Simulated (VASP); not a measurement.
# H3C2N in VASP: single point with PBE+D3(BJ)

Aim: the single point of H3C2N with PBE+D3(BJ).

Everything below comes from runs of VASP 6.6.1. Logs are shortened: lines on timing, memory, paths and dates and some standing lists are left out, and cuts for length are marked.

### 1 The cell of the first run

The cell holds a disordered packing, 36 atoms: a = 8.312 Å, b = 8.312 Å, c = 8.312 Å, α = 90.00°, β = 90.00°, γ = 90.00°.

### 2 Single point, PBE+D3(BJ)

Input file INCAR:

```
SYSTEM = H3C2N
ALGO = Normal
EDIFF = 1E-6
ENCUT = 1000
GGA = PE
GGA_COMPAT = .FALSE.
ISIF = 2
ISMEAR = -1
IVDW = 12
LASPH = .TRUE.
LCHARG = .FALSE.
LREAL = Auto
LWAVE = .FALSE.
NBANDS = 72
NELM = 120
PREC = Accurate
SIGMA = 0.02
```

Input file KPOINTS:

```
k-points
0
G
  1 1 1
  0 0 0
```

Input file POSCAR:

```
H3C2N
1.0
    8.3116590000      0.0000000000      0.0000000000
    0.0000000000      8.3116590000      0.0000000000
    0.0000000000      0.0000000000      8.3116590000
C N H
12 6 18
Direct
    0.5166958847      0.3633811252      0.1367236072
    0.5579511864      0.5006220780      0.2279929915
    0.0937357993      0.5453784858      0.2930822836
   -0.0043072027      0.4136598963      0.2432125765
    0.9526377345      0.1886747279      0.6502191680
    0.8554008291      0.3253742725      0.6956854221
    0.7788938406      0.9312220340      0.1696893484
    0.6539969939      0.9170972967      0.0485101711
    0.4192544473      0.6556813748      0.6799003665
    0.2713176756      0.7442196558      0.6499544796
    0.4952320590      0.0698055587      0.6515185476
    0.4045281453      0.1618088519      0.5327215662
    0.5883422311      0.6118995017      0.3052338889
   -0.0858673341      0.3095892168      0.1994547659
    0.7727819440      0.4246204037      0.7535198448
    0.5677566897      0.9064014777     -0.0635613179
    0.1574775866      0.8229043083      0.6383563137
    0.3487510736      0.2331664473      0.4262205656
    0.5237702846      0.3950715495      0.0072428380
    0.5975341385      0.2615001409      0.1691840341
    0.3865894883      0.3311131989      0.1456869200
    0.1808303252      0.5189818302      0.3873715223
    0.1571407104      0.5915305236      0.1837418980
    0.0260116542      0.6429522674      0.3433610546
    0.9052224111      0.0634891301      0.6680495434
    0.9667384093      0.1971688203      0.5218813717
    1.0759344193      0.1723362328      0.6864092957
    0.7770410215      0.8334076266      0.2562544974
    0.8961869105      0.9309573456      0.1014358265
    0.7790261848      1.0492851066      0.2343214513
    0.4784243434      0.7007866901      0.7919598241
    0.3862526121      0.5278248302      0.6930265065
    0.5071069446      0.6721883080      0.5777065686
    0.6137643520      0.1306117106      0.6661485992
    0.4344138757      0.0817285695      0.7743339807
    0.5149272847     -0.0574012962      0.6154848268
```

Potentials or basis: VASP PAW PBE potentials, release 64 (C_h, N_h, H_h).

The run is started by

```bash
> cat potpaw_PBE.64/C_h/POTCAR potpaw_PBE.64/N_h/POTCAR potpaw_PBE.64/H_h/POTCAR > POTCAR
> mpirun -np 1 vasp_gam > vasp.out
```

OUTCAR:

```text
SYSTEM = H3C2N
   EDIFF = 1E-6
   ENCUT = 1000
   GGA = PE
   ISIF = 2
   ISMEAR = -1
   IVDW = 12
   LASPH = .TRUE.
   LREAL = Auto
   NELM = 120
   PREC = Accurate
 IVDW          = 12

 ion  position               nearest neighbor table
   1  0.517  0.363  0.137-  19 1.11  20 1.11  21 1.12   2 1.41
   2  0.558  0.501  0.228-  13 1.15   1 1.41
   3  0.094  0.545  0.293-  24 1.07  22 1.09  23 1.12   4 1.43
   4  0.996  0.414  0.243-  14 1.16   3 1.43
   5  0.953  0.189  0.650-  26 1.08  27 1.08  25 1.12   6 1.44
   6  0.855  0.325  0.696-  15 1.18   5 1.44
   7  0.779  0.931  0.170-  28 1.09  30 1.12  29 1.13   8 1.45
   8  0.654  0.917  0.049-  16 1.18   7 1.45
   9  0.419  0.656  0.680-  32 1.10  31 1.12  33 1.13  10 1.45
  10  0.271  0.744  0.650-  17 1.15   9 1.45
  11  0.495  0.070  0.652-  36 1.11  34 1.11  35 1.14  12 1.46
  12  0.405  0.162  0.533-  18 1.16  11 1.46
  13  0.588  0.612  0.305-   2 1.15
  14  0.914  0.310  0.199-   4 1.16
  15  0.773  0.425  0.754-   6 1.18
  16  0.568  0.906  0.936-   8 1.18
  17  0.157  0.823  0.638-  10 1.15
  18  0.349  0.233  0.426-  12 1.16
[... 16 lines left out ...]
  35  0.434  0.082  0.774-  11 1.14
  36  0.515  0.943  0.615-  11 1.11

  LATTYP: Found a simple cubic cell.
 ALAT       =     8.3116590000

  Lattice vectors:

 A1 = (   8.3116590000,   0.0000000000,   0.0000000000)
 A2 = (   0.0000000000,   8.3116590000,   0.0000000000)
 A3 = (   0.0000000000,   0.0000000000,   8.3116590000)

Analysis of symmetry for initial positions (statically):
=====================================================================
 Subroutine PRICEL returns:
 Original cell was already a primitive cell.

 Routine SETGRP: Setting up the symmetry group for a
 simple cubic supercell.

 Subroutine GETGRP returns: Found  1 space group operations
 (whereof  1 operations were pure point group operations)
 out of a pool of 48 trial point group operations.

The static configuration has the point symmetry C_1 .

Analysis of symmetry for dynamics (positions and initial velocities):
=====================================================================
 Subroutine PRICEL returns:
 Original cell was already a primitive cell.

 Routine SETGRP: Setting up the symmetry group for a
 simple cubic supercell.

 Subroutine GETGRP returns: Found  1 space group operations
 (whereof  1 operations were pure point group operations)
 out of a pool of 48 trial point group operations.

The dynamic configuration has the point symmetry C_1 .

 Subroutine INISYM returns: Found  1 space group operations
 (whereof  1 operations are pure point group operations),
 and found     1 'primitive' translations

----------------------------------------------------------------------------------------

                                     Primitive cell

  volume of cell :     574.2000

  direct lattice vectors                    reciprocal lattice vectors
     8.311659000  0.000000000  0.000000000     0.120312924  0.000000000  0.000000000
     0.000000000  8.311659000  0.000000000     0.000000000  0.120312924  0.000000000
     0.000000000  0.000000000  8.311659000     0.000000000  0.000000000  0.120312924

  length of vectors
     8.311659000  8.311659000  8.311659000     0.120312924  0.120312924  0.120312924

  position of ions in fractional coordinates (direct lattice)
     0.516695885  0.363381125  0.136723607
     0.557951186  0.500622078  0.227992992
     0.093735799  0.545378486  0.293082284
     0.995692797  0.413659896  0.243212576
     0.952637735  0.188674728  0.650219168
     0.855400829  0.325374272  0.695685422
[... 28 lines left out ...]
     0.434413876  0.081728570  0.774333981
     0.514927285  0.942598704  0.615484827

  ion indices of the primitive-cell ions
   primitive index   ion index
                 1           1
                 2           2
                 3           3
                 4           4
                 5           5
                 6           6
[... 28 lines left out ...]
                35          35
                36          36

----------------------------------------------------------------------------------------

 KPOINTS: k-points

Automatic generation of k-mesh.
 Grid dimensions read from file:
 generate k-points for:    1    1    1

 Generating k-lattice:

  Cartesian coordinates                     Fractional coordinates (reciprocal lattice)
     0.120312924  0.000000000  0.000000000     1.000000000  0.000000000  0.000000000
     0.000000000  0.120312924  0.000000000     0.000000000  1.000000000  0.000000000
     0.000000000  0.000000000  0.120312924     0.000000000  0.000000000  1.000000000

  Length of vectors
     0.120312924  0.120312924  0.120312924

  Shift w.r.t. Gamma in fractional coordinates (k-lattice)
     0.000000000  0.000000000  0.000000000

 Subroutine IBZKPT returns following result:
 ===========================================

 Found      1 irreducible k-points:

 Following reciprocal coordinates:
            Coordinates               Weight
  0.000000  0.000000  0.000000      1.000000
   k-points           NKPTS =      1   k-points in BZ     NKDIM =      1   number of bands    NBANDS=     72
   number of dos      NEDOS =    301   number of ions     NIONS =     36
   total plane-waves  NPLWV = 729000
   dimension x,y,z NGX =    90 NGY =   90 NGZ =   90
   dimension x,y,z NGXF=   180 NGYF=  180 NGZF=  180
   ions per type =              12   6  18
   NGX,Y,Z   is equivalent  to a cutoff of  18.00, 18.00, 18.00 a.u.
   NGXF,Y,Z  is equivalent  to a cutoff of  36.00, 36.00, 36.00 a.u.
 SYSTEM =  H3C2N
   PREC   = accura    normal or accurate (medium, high low for compatibility)
   ISTART =      0    job   : 0-new  1-cont  2-samecut
   ICHARG =      2    charge: 1-file 2-atom 10-const
   ISPIN  =      1    spin polarized calculation?
   LNONCOLLINEAR =      F non collinear calculations
   LSORBIT =      F    spin-orbit coupling
   LASPH  =      T    aspherical Exc in radial PAW
   ENCUT  = 1000.0 eV  73.50 Ry    8.57 a.u.  21.43 21.43 21.43*2*pi/ulx,y,z
   NELM   =    120;   NELMIN=  2; NELMDL= -5     # of ELM steps
   EDIFF  = 0.1E-05   stopping-criterion for ELM
   LREAL  =      T    real-space projection
   EDIFFG = 0.1E-04   stopping-criterion for IOM
   NSW    =      0    number of steps for IOM
   IBRION =     -1    ionic relax: 0-MD 1-quasi-New 2-CG
   NFREE  =      0    steps in history (QN), initial steepest desc. (CG)
   ISIF   =      2    stress and relaxation
   ISYM   =      2    0-nonsym 1-usesym 2-fastsym
   POTIM  = 0.5000    time-step for ionic-motion
   TEBEG  =    0.0;   TEEND  =   0.0 temperature during run
   PSTRESS=    0.0 pullay stress
   NELECT =      96.0000    total number of electrons
   NUPDOWN=      -1.0000    fix difference up-down
   EMIN   =  10.00;   EMAX   =-10.00  energy-range for DOS
   EFERMI =   0.00;   METHOD = LEGACY
   ISMEAR =    -1;   SIGMA  =   0.02  broadening in eV -4-tet -1-fermi 0-gaus
   EFERMI_NEDOS =   21; number of points for ismear=-14 and -15
   IALGO  =     38    algorithm
   IMIX   =      4    mixing-type and parameters
     AMIX     =   0.40;   BMIX     =  1.00
     AMIX_MAG =   1.60;   BMIX_MAG =  1.00
  volume/ion in A,a.u.               =      15.95       107.64
  Fermi-wavevector in a.u.,A,eV,Ry     =   0.901871  1.704288 11.066577  0.813370
  Thomas-Fermi vector in A             =   2.025004
   LORBIT       =      0    0 simple, 1 ext, 2 COOP (PROOUT), +10 PAW based schemes
   GGA     = PE    functional components
   LHFCALC =     F    Hartree Fock is set to
   AEXX    =    0.0000 exact exchange contribution
   IVDW    =    12    specifies the selected vdW correction
   LEPSILON=     F    determine dielectric tensor
   LRPA    =     F    only Hartree local field effects (RPA)
 non-spin polarized calculation
  energy-cutoff  :     1000.00
  volume of cell :      574.20
 maximum number of plane-waves:     20674
 NGX is ok and might be reduce to    90
   NGX = 43   NGY = 43   NGZ = 43

 number of electron      96.0000000 magnetization

 Free energy of the ion-electron system (eV)
  ---------------------------------------------------
  ext. energy  EPLUGINS =         0.00000000
  ---------------------------------------------------
  free energy    TOTEN  =      -220.96860604 eV

  energy without entropy =     -220.96860604  energy(sigma->0) =     -220.96860604

 E-fermi :  -4.2183     XC(G=0):  -5.8631

 val. band max:       -4.7460899442   @ k =   0.0000   0.0000   0.0000
 cond. band min:       1.4255370531   @ k =   0.0000   0.0000   0.0000
 fundamental gap:      6.1716269973
 Fermi energy:        -4.2182532291

 k-point     1 :       0.0000    0.0000    0.0000
  band No.  band energies     occupation
      1     -19.7418      2.00000
      2     -19.6573      2.00000
      3     -19.5841      2.00000
      4     -19.5819      2.00000
      5     -19.5214      2.00000
      6     -19.4731      2.00000
[... 52 lines left out ...]
     59       2.7951      0.00000
     60       3.0893      0.00000
 [bands above 60 left out]

------------------------ aborting loop because EDIFF is reached ----------------------------------------

 Edisp (eV)   -1.46290

 E8    (eV) :    -0.3482

  FORCE on cell =-STRESS in cart. coord.  units (eV):
  Direction    XX          YY          ZZ          XY          YZ          ZX
  --------------------------------------------------------------------------------------
  -------------------------------------------------------------------------------------
  Total      -2.46342    -0.14122    -2.26443     1.29552    -0.32890     0.66251
  in kB      -6.87363    -0.39405    -6.31838     3.61487    -0.91772     1.84858
  external pressure =       -4.53 kB  Pullay stress =        0.00 kB

 VOLUME and BASIS-vectors are now :
 -----------------------------------------------------------------------------
  energy-cutoff  :     1000.00
  volume of cell :      574.20
      direct lattice vectors                 reciprocal lattice vectors
     8.311659000  0.000000000  0.000000000     0.120312924  0.000000000  0.000000000
     0.000000000  8.311659000  0.000000000     0.000000000  0.120312924  0.000000000
     0.000000000  0.000000000  8.311659000     0.000000000  0.000000000  0.120312924

 POSITION                                       TOTAL-FORCE (eV/Angst)
 -----------------------------------------------------------------------------------
      4.29460      3.02030      1.13640        -0.764665     -0.929874     -1.438980
      4.63750      4.16100      1.89500        -0.276138      0.061679      0.286333
      0.77910      4.53300      2.43600         0.984390      0.572007     -0.777409
      8.27586      3.43820      2.02150        -0.158732     -0.144380      0.287169
      7.91800      1.56820      5.40440        -0.376224     -1.166000     -1.075446
      7.10980      2.70440      5.78230        -0.485477      0.248153      1.930293
[... 28 lines left out ...]
      3.61070      0.67930      6.43600         0.569391     -0.507397     -1.304095
      4.27990      7.83456      5.11570        -0.281989      0.644944      0.234108
 -----------------------------------------------------------------------------------
    total drift:                                0.000415     -0.000571     -0.002867

  FREE ENERGIE OF THE ION-ELECTRON SYSTEM (eV)
  ---------------------------------------------------
  free  energy   TOTEN  =      -222.4315044905 eV

  energy  without entropy=     -222.4315044905  energy(sigma->0) =     -222.43150449
```

Wall time 2.4 min (1 thread of AMD EPYC 9R45 (Zen 5), shared host); peak memory 1.2 GiB.

What came out:

| Quantity | Value |
| --- | --- |
| Free energy | -222.4315 eV |
| Pressure | -0.5 GPa |
| Largest force | 2.160 eV/Å |
| Band gap on the k mesh | 6.17 eV |
| Dispersion energy per atom | -0.041 eV |

Forces in eV/Å, atoms in the order of the input:
```
C   -0.765 -0.930 -1.439
C   -0.276  0.062  0.286
C    0.984  0.572 -0.777
C   -0.159 -0.144  0.287
C   -0.376 -1.166 -1.075
C   -0.485  0.248  1.930
C    0.933  0.875 -0.446
C   -0.684 -0.062 -1.236
C    0.349  0.017 -0.268
C    1.143 -0.271  0.496
C   -0.332  0.897  0.885
C    0.683 -0.548 -0.199
N    0.299  0.813  0.540
N   -0.226 -0.388 -0.091
N    0.709 -0.761 -0.929
N    0.994 -0.042  1.917
N   -0.971  0.497 -0.305
N   -0.470  0.153  0.282
H    0.675 -0.212  0.152
H   -0.503  0.383 -0.374
H    0.674 -0.001  0.628
H    0.290 -0.571 -0.083
H   -0.073 -0.091  0.584
H   -0.803  0.629  0.129
H   -0.458  0.903  0.250
H    0.036 -0.061 -1.072
H    0.595  0.790  0.887
H   -0.182 -0.327  0.108
H   -0.597 -0.116  0.490
H   -0.243 -0.518 -0.399
H   -0.383 -0.178 -0.453
H    0.374  0.062 -0.108
H   -0.645 -0.362  0.548
H   -0.393 -0.291 -0.074
H    0.569 -0.507 -1.304
H   -0.282  0.645  0.234
```

Caveat: the k points lie up to 0.76 Å⁻¹ apart.
